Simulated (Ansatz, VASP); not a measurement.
## Two plane-wave programs on NiMoIrPdW

```
Ni Mo Pd Ir W
1.0
     4.14670    0.00000    0.00000
    -2.07335    3.59115    0.00000
     0.00000    0.00000    5.41629
Ni Mo Pd Ir W
1 1 1 1 1
Direct
  0.00000 0.00000 0.02221
  0.66667 0.33333 0.45996
  0.33333 0.66667 0.74601
  0.33333 0.66667 0.25641
  0.66667 0.33333 0.99985
```

Alike in both runs: functional revPBE; k mesh 7 × 7 × 5; occupations fermi-dirac, width 0.05 eV; collinear spin.

|  | VASP | Ansatz |
| --- | --- | --- |
| version | VASP 6.6.1 | Ansatz 0.2.0 |
| potentials or method | VASP PAW PBE potentials, release 64 (Ni, Mo_sv, Pd, Ir, W_sv) | Ansatz PAW |
| plane-wave cutoff (eV) | 520 | 420 |
| valence electrons in the cell | 57 | 81 |
| task | single point | band structure |

```csv
,VASP,Ansatz,Ansatz less VASP
gap on the k mesh at the Fermi level (eV),none,none,-
pressure (GPa),2.9,2.6,-0.27
"traceless stress, the component that is largest in VASP (GPa)",-0.13,-0.11,+0.027
rms of the force components (eV/Å),0.075,0.064,-0.0114
net moment per atom (μB),0.00,0.00,0.000
```

VASP's potentials were made for PBE, not for revPBE. Atom by atom the forces differ by 0.013 eV/Å (rms over components). A gap of «none» marks a metal or a gap that the smearing closes. With one functional, cell and mesh, what is left measures potentials, basis and numerics. VASP's potentials hold 57 valence electrons a cell and Ansatz's 81, so a difference there can come from the potentials and not from the codes.

Neither program's run includes spin-orbit coupling.
